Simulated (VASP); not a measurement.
# H4C in VASP: notebook

H4C is run at these levels: r2SCAN+D3(BJ); tasks: single point, relaxation of the atoms.

Program: VASP 6.6.1. These are calculated values, not measurements. Logs are shortened: lines on timing, memory, paths and dates and some standing lists are left out, and cuts for length are marked.

## (1) The cell of the first run

The cell holds a disordered packing, 40 atoms: a = 8.685 Å, b = 8.685 Å, c = 8.685 Å, α = 90.00°, β = 90.00°, γ = 90.00°.

## (2) Single point, r2SCAN+D3(BJ)

Contents of POSCAR:

```
H4C
1.0
    8.6854290000      0.0000000000      0.0000000000
    0.0000000000      8.6854290000      0.0000000000
    0.0000000000      0.0000000000      8.6854290000
C H
8 32
Direct
    0.5240616209      0.0507746940      0.5318332577
    0.4776505570      0.4782032068      0.2411970669
    0.6213740277      0.7682752343      0.9554507901
    0.2037780748      0.6910194073      0.6971561221
    0.7472515175      0.1680170317      0.1565840904
    0.1017105776      0.3839649141      0.3186140834
    0.8974571089      0.1654034591      0.7396871243
    0.6434569899      0.5392940291      0.6160893146
    0.5643129430      0.1572518755      0.5825849247
    0.4621648510     -0.0181107922      0.6171140194
    0.6170103975     -0.0083358001      0.4744728211
    0.4324253874      0.0877216313      0.4520214258
    0.4615546336      0.5711174428      0.3283890755
    0.4681058356      0.3699759678      0.3016085907
    0.5971956020      0.4942876167      0.2090858149
    0.3900210341      0.4810585637      0.1474999105
    0.7292788877      0.8229069629      0.9188032048
    0.5587403915      0.8398203474      1.0397874417
    0.6438254230      0.6532089549      1.0027023420
    0.5409404648      0.7580742414      0.8588867631
    0.2653524656      0.7966561007      0.6663689266
    0.1386920554      0.7038800271      0.7996381065
    0.2854435860      0.5973683050      0.6994933699
    0.1214332648      0.6602322119      0.6037928581
    0.7863975401      0.0498420976      0.1651271342
    0.7153820496      0.2217737316      0.2655712228
    0.6441593156      0.1672916790      0.0878367666
    0.8453238176      0.2206338915      0.0996726817
    0.1038751223      0.5024622273      0.2685417151
   -0.0165564649      0.3514161477      0.3496660902
    0.1794269460      0.3790371207      0.4171699521
    0.1427563336      0.2953222000      0.2364995442
    1.0017582321      0.1014687933      0.7532500697
    0.9164544434      0.2871706164      0.7742968137
    0.8106105064      0.1173920137      0.8133967821
    0.8569179484      0.1733247719      0.6223411647
    0.7323530018      0.5913006715      0.6859189109
    0.5963551138      0.4466215774      0.6841573398
    0.6856886401      0.4868383588      0.5136764114
    0.5553438984      0.6198081868      0.5921641867
```

Contents of INCAR.step1:

```
PREC = Accurate ; ENCUT = 520
ISMEAR = -1 ; SIGMA = 0.05
LREAL = Auto ; LASPH = T
NELM = 100 ; NBANDS = 58
GGA = PE ; ALGO = Normal
EDIFF = 1E-4 ; LWAVE = T
LCHARG = F
```

Contents of INCAR.step2:

```
PREC = Accurate ; ENCUT = 520
EDIFF = 1E-6 ; ISMEAR = -1
SIGMA = 0.05 ; LREAL = Auto
LASPH = T ; NELM = 100
ALGO = Normal ; ISIF = 2
LWAVE = F ; LCHARG = F
METAGGA = R2SCAN ; LMIXTAU = T
IVDW = 12 ; VDW_S6 = 1.0
VDW_S8 = 0.78981345 ; VDW_A1 = 0.49484001
VDW_A2 = 5.73083694 ; NBANDS = 58
ISTART = 1
```

Contents of KPOINTS:

```
regular mesh
0
Gamma
  1 1 1
```

Potentials or basis: VASP PAW PBE potentials, release 64 (C, H).

On the command line:

```bash
$ cat potpaw_PBE.64/C/POTCAR potpaw_PBE.64/H/POTCAR > POTCAR
$ cp INCAR.step1 INCAR
$ mpirun -np 1 vasp_gam > vasp.out
$ cp INCAR.step2 INCAR
$ mpirun -np 1 vasp_gam > vasp.out
```

OUTCAR:

```text
PREC = Accurate
   ENCUT = 520
   EDIFF = 1E-6
   ISMEAR = -1
   LREAL = Auto
   LASPH = T
   NELM = 100
   ISIF = 2
   METAGGA = R2SCAN
   IVDW = 12
   ISTART = 1
 IVDW          = 12

 ion  position               nearest neighbor table
   1  0.524  0.051  0.532-  11 1.08   9 1.08  10 1.09  12 1.10
   2  0.478  0.478  0.241-  14 1.08  15 1.08  16 1.11  13 1.12
   3  0.621  0.768  0.955-  20 1.10  17 1.10  19 1.10  18 1.10
   4  0.204  0.691  0.697-  22 1.06  23 1.08  21 1.10  24 1.11
   5  0.747  0.168  0.157-  27 1.08  25 1.08  28 1.09  26 1.09
   6  0.102  0.384  0.319-  31 1.09  30 1.10  32 1.11  29 1.12
   7  0.897  0.165  0.740-  33 1.07  35 1.07  36 1.08  34 1.11
   8  0.643  0.539  0.616-  40 1.06  39 1.06  38 1.08  37 1.08
   9  0.564  0.157  0.583-   1 1.08
  10  0.462  0.982  0.617-   1 1.09
  11  0.617  0.992  0.474-   1 1.08
  12  0.432  0.088  0.452-   1 1.10
  13  0.462  0.571  0.328-   2 1.12
  14  0.468  0.370  0.302-   2 1.08
[... 24 lines left out ...]
  39  0.686  0.487  0.514-   8 1.06
  40  0.555  0.620  0.592-   8 1.06

  LATTYP: Found a simple cubic cell.
 ALAT       =     8.6854290000

  Lattice vectors:

 A1 = (   8.6854290000,   0.0000000000,   0.0000000000)
 A2 = (   0.0000000000,   8.6854290000,   0.0000000000)
 A3 = (   0.0000000000,   0.0000000000,   8.6854290000)

Analysis of symmetry for initial positions (statically):
=====================================================================
 Subroutine PRICEL returns:
 Original cell was already a primitive cell.

 Routine SETGRP: Setting up the symmetry group for a
 simple cubic supercell.

 Subroutine GETGRP returns: Found  1 space group operations
 (whereof  1 operations were pure point group operations)
 out of a pool of 48 trial point group operations.

The static configuration has the point symmetry C_1 .

Analysis of symmetry for dynamics (positions and initial velocities):
=====================================================================
 Subroutine PRICEL returns:
 Original cell was already a primitive cell.

 Routine SETGRP: Setting up the symmetry group for a
 simple cubic supercell.

 Subroutine GETGRP returns: Found  1 space group operations
 (whereof  1 operations were pure point group operations)
 out of a pool of 48 trial point group operations.

The dynamic configuration has the point symmetry C_1 .

 Subroutine INISYM returns: Found  1 space group operations
 (whereof  1 operations are pure point group operations),
 and found     1 'primitive' translations

----------------------------------------------------------------------------------------

                                     Primitive cell

  volume of cell :     655.1999

  direct lattice vectors                    reciprocal lattice vectors
     8.685429000  0.000000000  0.000000000     0.115135361  0.000000000  0.000000000
     0.000000000  8.685429000  0.000000000     0.000000000  0.115135361  0.000000000
     0.000000000  0.000000000  8.685429000     0.000000000  0.000000000  0.115135361

  length of vectors
     8.685429000  8.685429000  8.685429000     0.115135361  0.115135361  0.115135361

  position of ions in fractional coordinates (direct lattice)
     0.524061621  0.050774694  0.531833258
     0.477650557  0.478203207  0.241197067
     0.621374028  0.768275234  0.955450790
     0.203778075  0.691019407  0.697156122
     0.747251517  0.168017032  0.156584090
     0.101710578  0.383964914  0.318614083
[... 32 lines left out ...]
     0.685688640  0.486838359  0.513676411
     0.555343898  0.619808187  0.592164187

  ion indices of the primitive-cell ions
   primitive index   ion index
                 1           1
                 2           2
                 3           3
                 4           4
                 5           5
                 6           6
[... 32 lines left out ...]
                39          39
                40          40

----------------------------------------------------------------------------------------

 KPOINTS: regular mesh

Automatic generation of k-mesh.
[... 45 lines left out ...]
   TEBEG  =    0.0;   TEEND  =   0.0 temperature during run
   PSTRESS=    0.0 pullay stress
   NELECT =      64.0000    total number of electrons
   NUPDOWN=      -1.0000    fix difference up-down
   EMIN   =  10.00;   EMAX   =-10.00  energy-range for DOS
   EFERMI =   0.00;   METHOD = LEGACY
   ISMEAR =    -1;   SIGMA  =   0.05  broadening in eV -4-tet -1-fermi 0-gaus
   EFERMI_NEDOS =   21; number of points for ismear=-14 and -15
   IALGO  =     38    algorithm
   IMIX   =      4    mixing-type and parameters
     AMIX     =   0.40;   BMIX     =  1.00
     AMIX_MAG =   1.60;   BMIX_MAG =  1.00
  volume/ion in A,a.u.               =      16.38       110.54
  Fermi-wavevector in a.u.,A,eV,Ry     =   0.753952  1.424762  7.734140  0.568443
  Thomas-Fermi vector in A             =   1.851508
   LORBIT       =      0    0 simple, 1 ext, 2 COOP (PROOUT), +10 PAW based schemes
   METAGGA = R2SCAN    functional components
   LHFCALC =     F    Hartree Fock is set to
   AEXX    =    0.0000 exact exchange contribution
   IVDW    =    12    specifies the selected vdW correction
   LEPSILON=     F    determine dielectric tensor
   LRPA    =     F    only Hartree local field effects (RPA)
 non-spin polarized calculation
  energy-cutoff  :      520.00
  volume of cell :      655.20
 maximum number of plane-waves:      8779
 NGX is ok and might be reduce to    70
   NGX = 33   NGY = 33   NGZ = 33

 number of electron      63.9999998 magnetization

 Free energy of the ion-electron system (eV)
  ---------------------------------------------------
  ext. energy  EPLUGINS =         0.00000000
  ---------------------------------------------------
  free energy    TOTEN  =      -199.53156456 eV

  energy without entropy =     -199.53156456  energy(sigma->0) =     -199.53156456

 E-fermi :  -6.3193     XC(G=0):  -4.4340

 val. band max:       -7.5886183974   @ k =   0.0000   0.0000   0.0000
 cond. band min:       0.5034818319   @ k =   0.0000   0.0000   0.0000
 fundamental gap:      8.0921002293
 Fermi energy:        -6.3192720671

 k-point     1 :       0.0000    0.0000    0.0000
  band No.  band energies     occupation
      1     -16.7285      2.00000
      2     -16.5790      2.00000
      3     -16.5264      2.00000
      4     -16.4944      2.00000
      5     -16.4421      2.00000
      6     -16.3734      2.00000
[... 36 lines left out ...]
     43       3.5227      0.00000
     44       3.6251      0.00000
 [bands above 44 left out]

------------------------ aborting loop because EDIFF is reached ----------------------------------------

 Edisp (eV)   -0.40515

 E8    (eV) :    -0.0607

  FORCE on cell =-STRESS in cart. coord.  units (eV):
  Direction    XX          YY          ZZ          XY          YZ          ZX
  --------------------------------------------------------------------------------------
  -------------------------------------------------------------------------------------
  Total      -1.27853    -1.64320     1.55497    -0.45771    -1.18042    -1.10642
  in kB      -3.12641    -4.01817     3.80241    -1.11925    -2.88652    -2.70556
  external pressure =       -1.11 kB  Pullay stress =        0.00 kB

 VOLUME and BASIS-vectors are now :
 -----------------------------------------------------------------------------
  energy-cutoff  :      520.00
  volume of cell :      655.20
      direct lattice vectors                 reciprocal lattice vectors
     8.685429000  0.000000000  0.000000000     0.115135361  0.000000000  0.000000000
     0.000000000  8.685429000  0.000000000     0.000000000  0.115135361  0.000000000
     0.000000000  0.000000000  8.685429000     0.000000000  0.000000000  0.115135361

 POSITION                                       TOTAL-FORCE (eV/Angst)
 -----------------------------------------------------------------------------------
      4.55170      0.44100      4.61920        -1.305937      0.603078     -0.128508
      4.14860      4.15340      2.09490        -0.391471      0.815943      0.666899
      5.39690      6.67280      8.29850        -0.511672      0.126164      0.108238
      1.76990      6.00180      6.05510        -0.187090     -0.127177     -1.896609
      6.49020      1.45930      1.36000         0.258771     -0.321297      0.007630
      0.88340      3.33490      2.76730        -0.026520     -0.049073     -0.511087
[... 32 lines left out ...]
      5.95550      4.22840      4.46150         0.513711     -0.059448     -0.781878
      4.82340      5.38330      5.14320        -0.728942      0.770673     -0.294866
 -----------------------------------------------------------------------------------
    total drift:                                0.004194      0.004287      0.009524

  FREE ENERGIE OF THE ION-ELECTRON SYSTEM (eV)
  ---------------------------------------------------
  free  energy   TOTEN  =      -199.9367130572 eV

  energy  without entropy=     -199.9367130571  energy(sigma->0) =     -199.93671306
```

Wall time 5.5 min (1 thread of Intel Xeon Platinum 8488C (Sapphire Rapids), shared host); peak memory 0.76 GiB.

Results:

```
Free energy                : -199.9367 eV
Pressure                   : -0.1 GPa
Largest force              : 1.910 eV/Å
Band gap on the k mesh     : 8.09 eV
Dispersion energy per atom : -0.010 eV
```

Forces on the atoms (eV/Å):
```
C   -1.306  0.603 -0.129
C   -0.391  0.816  0.667
C   -0.512  0.126  0.108
C   -0.187 -0.127 -1.897
C    0.259 -0.321  0.008
C   -0.027 -0.049 -0.511
C   -0.174  1.608  0.214
C    0.302 -0.679  0.907
H    0.268  0.041  0.328
H    0.531 -0.091  0.074
H    0.044 -0.265 -0.099
H    0.454 -0.280 -0.207
H   -0.471 -0.488 -0.632
H   -0.062 -0.346  0.146
H    0.013 -0.211 -0.694
H    0.887  0.238  0.502
H   -0.331 -0.062  0.094
H    0.546 -0.241 -0.035
H   -0.055  0.356 -0.096
H    0.346 -0.112 -0.084
H   -0.243 -0.112  0.095
H   -0.241  0.059  0.991
H    0.224 -0.243  0.432
H    0.413  0.398  0.389
H   -0.270 -0.374  0.630
H    0.482 -0.215  0.033
H   -0.196  0.165 -0.586
H   -0.271  0.724 -0.069
H    0.005 -0.928  0.213
H    0.340  0.239  0.132
H   -0.229  0.097  0.108
H   -0.137  0.629  0.105
H    0.594 -0.325 -0.197
H    0.042 -0.636  0.069
H   -0.462 -0.208  0.208
H    0.035 -0.428 -0.316
H    0.335  0.195 -0.140
H   -0.336 -0.264  0.314
H    0.514 -0.059 -0.782
H   -0.729  0.771 -0.295
```

Caveat: the k points lie up to 0.72 Å⁻¹ apart; the PAW data sets were made with another functional, which shifts forces and pressure a little.

(Continued in part 2 of 2.)
